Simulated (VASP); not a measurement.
# SrB (P2_13) in VASP: a series of runs

Runs on SrB. Level: PBE. Tasks: single point, relaxation of cell and atoms.

Everything below comes from runs of VASP 6.6.1. Logs are shortened: lines on timing, memory, paths and dates and some standing lists are left out, and cuts for length are marked.

## Step 1: The cell of the first run

The structure is cubic, space group P2_13 (No. 198). The conventional cell has a = 5.684 Å, b = 5.684 Å, c = 5.684 Å, α = 90.00°, β = 90.00°, γ = 90.00°. Sr (site symmetry 3) has 7 B at 2.83 to 3.67 Å and 6 Sr at 3.66 Å within 3.7 Å. B (site symmetry 3) has 7 Sr at 2.83 to 3.67 Å and 6 B at 3.58 Å within 3.7 Å.

## Step 2: Single point, PBE

The input, INCAR:

```
PREC = Accurate
ENCUT = 520
EDIFF = 1E-6
ISMEAR = 0
SIGMA = 0.1
LREAL = False
LASPH = True
NELM = 100
ALGO = Normal
ISIF = 2
LWAVE = False
LCHARG = True
GGA = PE
LELF = True
LVHAR = True
NBANDS = 36
```

The input, KPOINTS:

```
regular mesh
0
Gamma
  4 4 4
```

The input, POSCAR:

```
SrB
1.0
    5.6839634546      0.0000000000      0.0000000000
    0.0000000000      5.6839634546      0.0000000000
    0.0000000000      0.0000000000      5.6839634546
Sr B
4 4
Direct
    0.1959764048      0.1959764048      0.1959764048
    0.3040235952      0.8040235952      0.6959764048
    0.6959764048      0.3040235952      0.8040235952
    0.8040235952      0.6959764048      0.3040235952
    0.8231463781      0.8231463781      0.8231463781
    0.6768536219      0.1768536219      0.3231463781
    0.3231463781      0.6768536219      0.1768536219
    0.1768536219      0.3231463781      0.6768536219
```

Potentials or basis: VASP PAW PBE potentials, release 64 (Sr_sv, B).

Command:

```
$ cat potpaw_PBE.64/Sr_sv/POTCAR potpaw_PBE.64/B/POTCAR > POTCAR
$ mpirun -np 1 vasp_std > vasp.out
```

OUTCAR:

```text
PREC = Accurate
   ENCUT = 520
   EDIFF = 1E-6
   ISMEAR = 0
   LREAL = False
   LASPH = True
   NELM = 100
   ISIF = 2
   GGA = PE

 ion  position               nearest neighbor table
   1  0.196  0.196  0.196-   6 2.83   7 2.83   8 2.83   8 3.04   7 3.04   6 3.04   3 3.66   2 3.66
                             3 3.66   2 3.66   4 3.66   4 3.66   2 4.52   2 4.52   3 4.52   3 4.52
   2  0.304  0.804  0.696-   5 2.83   7 2.83   8 2.83   8 3.04   5 3.04   7 3.04   1 3.66   1 3.66
                             4 3.66   4 3.66   3 3.66   3 3.66   4 4.52   1 4.52   4 4.52   3 4.52
   3  0.696  0.304  0.804-   5 2.83   6 2.83   8 2.83   6 3.04   5 3.04   8 3.04   1 3.66   4 3.66
                             1 3.66   4 3.66   2 3.66   2 3.66   2 4.52   4 4.52   4 4.52   1 4.52
   4  0.804  0.696  0.304-   5 2.83   6 2.83   7 2.83   5 3.04   7 3.04   6 3.04   2 3.66   3 3.66
                             3 3.66   2 3.66   1 3.66   1 3.66   3 4.52   2 4.52   1 4.52   3 4.52
   5  0.823  0.823  0.823-   2 2.83   3 2.83   4 2.83   4 3.04   3 3.04   2 3.04
   6  0.677  0.177  0.323-   1 2.83   3 2.83   4 2.83   4 3.04   1 3.04   3 3.04
   7  0.323  0.677  0.177-   1 2.83   2 2.83   4 2.83   2 3.04   1 3.04   4 3.04
   8  0.177  0.323  0.677-   1 2.83   2 2.83   3 2.83   1 3.04   3 3.04   2 3.04

  LATTYP: Found a simple cubic cell.
 ALAT       =     5.6839634546

  Lattice vectors:

 A1 = (   5.6839634546,   0.0000000000,   0.0000000000)
 A2 = (   0.0000000000,   5.6839634546,   0.0000000000)
 A3 = (   0.0000000000,   0.0000000000,   5.6839634546)

Analysis of symmetry for initial positions (statically):
=====================================================================
 Subroutine PRICEL returns:
 Original cell was already a primitive cell.

 Routine SETGRP: Setting up the symmetry group for a
 simple cubic supercell.

 Subroutine GETGRP returns: Found 12 space group operations
 (whereof  3 operations were pure point group operations)
 out of a pool of 48 trial point group operations.

The static configuration has the point symmetry C_3 .
 The point group associated with its full space group is T   .

Analysis of symmetry for dynamics (positions and initial velocities):
=====================================================================
 Subroutine PRICEL returns:
 Original cell was already a primitive cell.

 Routine SETGRP: Setting up the symmetry group for a
 simple cubic supercell.

 Subroutine GETGRP returns: Found 12 space group operations
 (whereof  3 operations were pure point group operations)
 out of a pool of 48 trial point group operations.

The dynamic configuration has the point symmetry C_3 .
 The point group associated with its full space group is T   .

 Subroutine INISYM returns: Found 12 space group operations
 (whereof  3 operations are pure point group operations),
 and found     1 'primitive' translations

----------------------------------------------------------------------------------------

                                     Primitive cell

  volume of cell :     183.6343

  direct lattice vectors                    reciprocal lattice vectors
     5.683963455  0.000000000  0.000000000     0.175933573  0.000000000  0.000000000
     0.000000000  5.683963455  0.000000000     0.000000000  0.175933573  0.000000000
     0.000000000  0.000000000  5.683963455     0.000000000  0.000000000  0.175933573

  length of vectors
     5.683963455  5.683963455  5.683963455     0.175933573  0.175933573  0.175933573

  position of ions in fractional coordinates (direct lattice)
     0.195976405  0.195976405  0.195976405
     0.304023595  0.804023595  0.695976405
     0.695976405  0.304023595  0.804023595
     0.804023595  0.695976405  0.304023595
     0.823146378  0.823146378  0.823146378
     0.676853622  0.176853622  0.323146378
     0.323146378  0.676853622  0.176853622
     0.176853622  0.323146378  0.676853622

  ion indices of the primitive-cell ions
   primitive index   ion index
                 1           1
                 2           2
                 3           3
                 4           4
                 5           5
                 6           6
                 7           7
                 8           8

----------------------------------------------------------------------------------------

 KPOINTS: regular mesh

Automatic generation of k-mesh.
 Grid dimensions read from file:
 generate k-points for:    4    4    4

 Generating k-lattice:

  Cartesian coordinates                     Fractional coordinates (reciprocal lattice)
     0.043983393  0.000000000  0.000000000     0.250000000  0.000000000  0.000000000
     0.000000000  0.043983393  0.000000000     0.000000000  0.250000000  0.000000000
     0.000000000  0.000000000  0.043983393     0.000000000  0.000000000  0.250000000

  Length of vectors
     0.043983393  0.043983393  0.043983393

  Shift w.r.t. Gamma in fractional coordinates (k-lattice)
     0.000000000  0.000000000  0.000000000

 Subroutine IBZKPT returns following result:
 ===========================================

 Found     11 irreducible k-points:

 Following reciprocal coordinates:
            Coordinates               Weight
  0.000000  0.000000  0.000000      1.000000
  0.250000  0.000000  0.000000      6.000000
  0.500000  0.000000  0.000000      3.000000
  0.250000  0.250000  0.000000     12.000000
  0.500000  0.250000  0.000000      6.000000
 -0.250000  0.500000  0.000000      6.000000
  0.500000  0.500000  0.000000      3.000000
  0.250000  0.250000  0.250000      8.000000
  0.500000  0.250000  0.250000     12.000000
  0.500000  0.500000  0.250000      6.000000
  0.500000  0.500000  0.500000      1.000000
   k-points           NKPTS =     11   k-points in BZ     NKDIM =     11   number of bands    NBANDS=     36
   number of dos      NEDOS =    301   number of ions     NIONS =      8
   total plane-waves  NPLWV =  74088
   dimension x,y,z NGX =    42 NGY =   42 NGZ =   42
   dimension x,y,z NGXF=    84 NGYF=   84 NGZF=   84
   ions per type =               4   4
   NGX,Y,Z   is equivalent  to a cutoff of  12.28, 12.28, 12.28 a.u.
   NGXF,Y,Z  is equivalent  to a cutoff of  24.57, 24.57, 24.57 a.u.
 SYSTEM =  unknown system
   PREC   = accura    normal or accurate (medium, high low for compatibility)
[... 38 lines left out ...]
   LRPA    =     F    only Hartree local field effects (RPA)
 non-spin polarized calculation
 Gauss-broadening in eV      SIGMA  =   0.10
  energy-cutoff  :      520.00
  volume of cell :      183.63
 maximum number of plane-waves:      4972
   NGX = 21   NGY = 21   NGZ = 21

 number of electron      52.0000000 magnetization

 Free energy of the ion-electron system (eV)
  ---------------------------------------------------
  ext. energy  EPLUGINS =         0.00000000
  ---------------------------------------------------
  free energy    TOTEN  =       -24.54013239 eV

  energy without entropy =      -24.51055844  energy(sigma->0) =      -24.52534542

 E-fermi :   2.4842     XC(G=0):  -9.2181

 val. band max:        2.4561948872   @ k =   0.5000   0.5000   0.0000
 cond. band min:       2.4950023549   @ k =   0.2500   0.2500   0.0000
 fundamental gap:      0.0388074677
 Fermi energy:         2.4842060944

 k-point     1 :       0.0000    0.0000    0.0000
  band No.  band energies     occupation
      1     -32.3047      2.00000
      2     -32.2273      2.00000
      3     -32.2273      2.00000
      4     -32.2273      2.00000
      5     -14.6330      2.00000
      6     -14.6330      2.00000
[... 28 lines left out ...]
     35       5.1275      0.00000
     36       6.6206      0.00000

 k-point     2 :       0.2500    0.0000    0.0000
  band No.  band energies     occupation
      1     -32.2954      2.00000
      2     -32.2460      2.00000
      3     -32.2252      2.00000
      4     -32.2199      2.00000
      5     -14.6374      2.00000
      6     -14.6310      2.00000
[... 28 lines left out ...]
     35       5.2488      0.00000
     36       6.4207      0.00000

 k-point     3 :       0.5000    0.0000    0.0000
  band No.  band energies     occupation
      1     -32.2722      2.00000
      2     -32.2722      2.00000
      3     -32.2211      2.00000
      4     -32.2211      2.00000
      5     -14.6198      2.00000
      6     -14.6198      2.00000
[... 28 lines left out ...]
     35       6.2695      0.00000
     36       6.2695      0.00000

 k-point     4 :       0.2500    0.2500    0.0000
  band No.  band energies     occupation
      1     -32.2874      2.00000
      2     -32.2503      2.00000
      3     -32.2286      2.00000
      4     -32.2202      2.00000
      5     -14.6333      2.00000
      6     -14.6205      2.00000
[... 28 lines left out ...]
     35       5.3634      0.00000
     36       6.4467      0.00000

 k-point     5 :       0.5000    0.2500    0.0000
  band No.  band energies     occupation
      1     -32.2681      2.00000
      2     -32.2681      2.00000
      3     -32.2251      2.00000
      4     -32.2251      2.00000
      5     -14.6310      2.00000
      6     -14.6310      2.00000
[... 28 lines left out ...]
     35       6.2387      0.00000
     36       6.2387      0.00000

 k-point     6 :      -0.2500    0.5000    0.0000
  band No.  band energies     occupation
      1     -32.2681      2.00000
      2     -32.2681      2.00000
      3     -32.2251      2.00000
      4     -32.2251      2.00000
      5     -14.6308      2.00000
      6     -14.6308      2.00000
[... 28 lines left out ...]
     35       6.3668      0.00000
     36       6.3668      0.00000

 k-point     7 :       0.5000    0.5000    0.0000
  band No.  band energies     occupation
      1     -32.2631      2.00000
      2     -32.2631      2.00000
      3     -32.2301      2.00000
      4     -32.2301      2.00000
      5     -14.6365      2.00000
      6     -14.6365      2.00000
[... 28 lines left out ...]
     35       6.4667      0.00000
     36       6.4667      0.00000

 k-point     8 :       0.2500    0.2500    0.2500
  band No.  band energies     occupation
      1     -32.2804      2.00000
      2     -32.2512      2.00000
      3     -32.2322      2.00000
      4     -32.2225      2.00000
      5     -14.6557      2.00000
      6     -14.6456      2.00000
[... 28 lines left out ...]
     35       5.3742      0.00000
     36       6.5148      0.00000

 k-point     9 :       0.5000    0.2500    0.2500
  band No.  band energies     occupation
      1     -32.2639      2.00000
      2     -32.2639      2.00000
      3     -32.2293      2.00000
      4     -32.2293      2.00000
      5     -14.6711      2.00000
      6     -14.6711      2.00000
[... 28 lines left out ...]
     35       6.3657      0.00000
     36       6.3657      0.00000

 k-point    10 :       0.5000    0.5000    0.2500
  band No.  band energies     occupation
      1     -32.2582      2.00000
      2     -32.2582      2.00000
      3     -32.2349      2.00000
      4     -32.2349      2.00000
      5     -14.6894      2.00000
      6     -14.6894      2.00000
[... 28 lines left out ...]
     35       6.4376      0.00000
     36       6.4376      0.00000

 k-point    11 :       0.5000    0.5000    0.5000
  band No.  band energies     occupation
      1     -32.2465      2.00000
      2     -32.2465      2.00000
      3     -32.2465      2.00000
      4     -32.2465      2.00000
      5     -14.6988      2.00000
      6     -14.6988      2.00000
[... 28 lines left out ...]
     35       6.5011      0.00000
     36       6.5011      0.00000

------------------------ aborting loop because EDIFF is reached ----------------------------------------

  FORCE on cell =-STRESS in cart. coord.  units (eV):
  Direction    XX          YY          ZZ          XY          YZ          ZX
  --------------------------------------------------------------------------------------
  -------------------------------------------------------------------------------------
  Total        0.3185633      0.3185633      0.3185633     -0.0000000     -0.0000000     -0.0000000
  in kB        2.7794095      2.7794095      2.7794095     -0.0000000     -0.0000000     -0.0000000
  external PRESSURE =       2.7794095 kB  Pullay stress =       0.0000000 kB

 VOLUME and BASIS-vectors are now :
 -----------------------------------------------------------------------------
  energy-cutoff  :      520.00
  volume of cell :      183.63
      direct lattice vectors                 reciprocal lattice vectors
     5.683963455  0.000000000  0.000000000     0.175933573  0.000000000  0.000000000
     0.000000000  5.683963455  0.000000000     0.000000000  0.175933573  0.000000000
     0.000000000  0.000000000  5.683963455     0.000000000  0.000000000  0.175933573

 POSITION                                       TOTAL-FORCE (eV/Angst)
 -----------------------------------------------------------------------------------
      1.11392      1.11392      1.11392        -0.000367     -0.000367     -0.000367
      1.72806      4.57004      3.95590         0.000367      0.000367     -0.000367
      3.95590      1.72806      4.57004        -0.000367      0.000367      0.000367
      4.57004      3.95590      1.72806         0.000367     -0.000367      0.000367
      4.67873      4.67873      4.67873         0.002482      0.002482      0.002482
      3.84721      1.00523      1.83675        -0.002482     -0.002482      0.002482
      1.83675      3.84721      1.00523         0.002482     -0.002482     -0.002482
      1.00523      1.83675      3.84721        -0.002482      0.002482     -0.002482
 -----------------------------------------------------------------------------------
    total drift:                               -0.000000     -0.000000     -0.000000

  FREE ENERGIE OF THE ION-ELECTRON SYSTEM (eV)
  ---------------------------------------------------
  free  energy   TOTEN  =       -24.5401323950 eV

  energy  without entropy=      -24.5105584403  energy(sigma->0) =      -24.52534542
```

Run time: 84 s. Hardware: 1 thread of Intel Xeon Platinum 8259CL at 2.50GHz (Skylake/Cascade Lake), shared host; peak memory 0.27 GiB.

Results:

```
Free energy            : -24.5401 eV
Pressure               : 0.3 GPa
Largest force          : 0.004 eV/Å
Band gap on the k mesh : zero (band 26 reaches 2.81 eV, above the bottom of band 27 at 2.43 eV)
```

Forces on the atoms (eV/Å):
```
Sr   0.000  0.000  0.000
Sr   0.000  0.000  0.000
Sr   0.000  0.000  0.000
Sr   0.000  0.000  0.000
B    0.002  0.002  0.002
B   -0.002 -0.002  0.002
B    0.002 -0.002 -0.002
B   -0.002  0.002 -0.002
```

Levels at points of the mesh, in eV from the Fermi level:
```tsv
k point	band 22	band 23	band 24	band 25	band 26	band 27	band 28	band 29	band 30	band 31
(0.00, 0.00, 0.00)	-0.87	-0.87	-0.33	-0.33	-0.33	0.70	0.70	1.28	1.67	1.67
(0.50, 0.00, 0.00)	-1.24	-0.77	-0.77	-0.32	-0.32	0.08	0.08	1.18	1.18	1.53
(0.50, 0.50, 0.00)	-1.40	-1.13	-1.13	-0.82	-0.82	-0.03	-0.03	0.85	0.85	1.20
(0.50, 0.50, 0.50)	-2.06	-2.06	-2.06	0.33	0.33	0.33	0.33	0.35	0.35	0.35
```

## Step 3: Relaxation of cell and atoms, PBE

This run uses another cell than the first one, of 18.02 Å³/atom, 0.785 times its volume.

The input, INCAR:

```
  ALGO = Normal
  EDIFF = 1E-7
  EDIFFG = -0.04
  ENCUT = 600
  GGA = PE
  IBRION = 2
  ISIF = 3
  ISMEAR = 0
  LASPH = True
  LCHARG = False
  LREAL = False
  LWAVE = False
  NELM = 60
  NSW = 90
  PREC = Accurate
  SIGMA = 0.1
```

The input, KPOINTS:

```
k-points
0
Gamma
  4 4 4
```

The input, POSCAR:

```
SrB
1.0
    5.2431673148      0.0000000000      0.0000000000
    0.0000000000      5.2431673148      0.0000000000
    0.0000000000      0.0000000000      5.2431673148
Sr B
4 4
Direct
    0.1340000000      0.1340000000      0.1340000000
    0.3660000000      0.8660000000      0.6340000000
    0.6340000000      0.3660000000      0.8660000000
    0.8660000000      0.6340000000      0.3660000000
    0.8445000000      0.8445000000      0.8445000000
    0.6555000000      0.1555000000      0.3445000000
    0.3445000000      0.6555000000      0.1555000000
    0.1555000000      0.3445000000      0.6555000000
```

Potentials or basis: VASP PAW PBE potentials, release 64 (Sr_sv, B).

Command:

```
$ cat potpaw_PBE.64/Sr_sv/POTCAR potpaw_PBE.64/B/POTCAR > POTCAR
$ mpirun -np 1 vasp_std > vasp.out
```

Wall time 19 min (1 thread of Intel Xeon Platinum 8259CL at 2.50GHz (Skylake/Cascade Lake), shared host); peak memory 0.29 GiB.

It converged, with:

| Property | Result |
| --- | --- |
| Free energy | -24.5366 eV |
| Relaxed volume | 23.02 Å³/atom |
| Relaxed cell | a = 5.689 Å, b = 5.689 Å, c = 5.689 Å, α = 90.00°, β = 90.00°, γ = 90.00° |
| Space group after relaxing (to 0.05 Å) | P2_13 (No. 198) |
| Energy gained by relaxing | 407.5 meV/atom |
| Ionic steps | 17 |
| Pressure after relaxing | 0.1 GPa |
| Largest force after relaxing | 0.036 eV/Å |
| Band gap on the k mesh | zero (band 26 reaches 2.81 eV, above the bottom of band 27 at 2.42 eV) |

Forces in eV/Å, atoms in the order of the input:
```
Sr   0.021  0.021  0.021
Sr  -0.021 -0.021  0.021
Sr   0.021 -0.021 -0.021
Sr  -0.021  0.021 -0.021
B    0.009  0.009  0.009
B   -0.009 -0.009  0.009
B    0.009 -0.009 -0.009
B   -0.009  0.009 -0.009
```

The path:
```tsv
step	energy change (eV)	largest force (eV/Å)	pressure (GPa)	volume (Å³)
1	0.0000	1.9430	14.96	144.14
2	-2.0808	0.9841	0.26	182.16
3	-2.1216	0.8711	-1.27	189.82
4	-2.3165	0.8661	-1.11	187.12
5	-2.8284	0.7198	-0.12	179.18
6	-2.8976	0.5324	5.46	163.98
7	-3.0835	0.3637	1.63	172.26
8	-3.1029	0.1411	2.60	169.62
9	-3.2137	0.1885	0.79	179.16
10	-3.2159	0.2103	0.52	180.94
11	-3.2351	0.1511	-0.11	183.35
12	-3.2369	0.1272	-0.35	184.35
13	-3.2447	0.0794	-0.05	182.94
14	-3.2465	0.0779	0.18	181.88
15	-3.2504	0.0799	0.09	182.64
16	-3.2564	0.0874	-0.18	184.94
17	-3.2597	0.0359	0.10	184.16
```

Final structure:
```
CELL_PARAMETERS angstrom
5.68942 0.00000 0.00000
0.00000 5.68942 0.00000
0.00000 0.00000 5.68942
ATOMIC_POSITIONS crystal
Sr 0.19518 0.19518 0.19518
Sr 0.30482 0.80482 0.69518
Sr 0.69518 0.30482 0.80482
Sr 0.80482 0.69518 0.30482
B 0.82323 0.82323 0.82323
B 0.67677 0.17677 0.32323
B 0.32323 0.67677 0.17677
B 0.17677 0.32323 0.67677
```

Levels at points of the mesh, in eV from the Fermi level:
| k point | band 23 | band 24 | band 25 | band 26 | band 27 | band 28 | band 29 | band 30 |
| --- | --- | --- | --- | --- | --- | --- | --- | --- |
| (0.00, 0.00, 0.00) | -0.88 | -0.33 | -0.33 | -0.33 | 0.69 | 0.69 | 1.26 | 1.66 |
| (0.50, 0.00, 0.00) | -0.77 | -0.77 | -0.32 | -0.32 | 0.07 | 0.07 | 1.17 | 1.17 |
| (0.50, 0.50, 0.00) | -1.13 | -1.13 | -0.83 | -0.83 | -0.03 | -0.03 | 0.86 | 0.86 |
| (0.50, 0.50, 0.50) | -2.05 | -2.05 | 0.33 | 0.33 | 0.33 | 0.33 | 0.36 | 0.36 |

Caveat: the volume moved by over 15 % at a fixed basis, so the end points are rough.
